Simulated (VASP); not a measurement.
Input of a VASP 6.6.1 run:

Contents of INCAR:

```
ALGO = Normal
EDIFF = 1E-7
ENCUT = 520
GGA = PS
ISIF = 2
ISMEAR = 0
LASPH = T
LCHARG = F
LREAL = F
LWAVE = F
NBANDS = 14
NELM = 100
PREC = Accurate
SIGMA = 0.15
```

KPOINTS

```
k-points
0
Gamma
  16 16 16
```

POSCAR

```
HfN
1.0
    0.0000000000      2.3566291200      2.3566291200
    2.3566291200      0.0000000000      2.3566291200
    2.3566291200      2.3566291200      0.0000000000
Hf N
1 1
Direct
    0.0000000000      0.0000000000      0.0000000000
    0.7500000000      0.7500000000      0.7500000000
```

Potentials or basis: VASP PAW PBE potentials, release 64 (Hf_pv, N).

The run is started by

```console
$ cat potpaw_PBE.64/Hf_pv/POTCAR potpaw_PBE.64/N/POTCAR > POTCAR
$ mpirun -np 1 vasp_std > vasp.out
```

Task: Predict the pressure.

Result: 23.3 GPa.

Caveat: the cell differs from its parent crystal (strain -0.040 along x and y, -0.040 along z); the PAW data sets were made with another functional, which shifts forces and pressure a little.
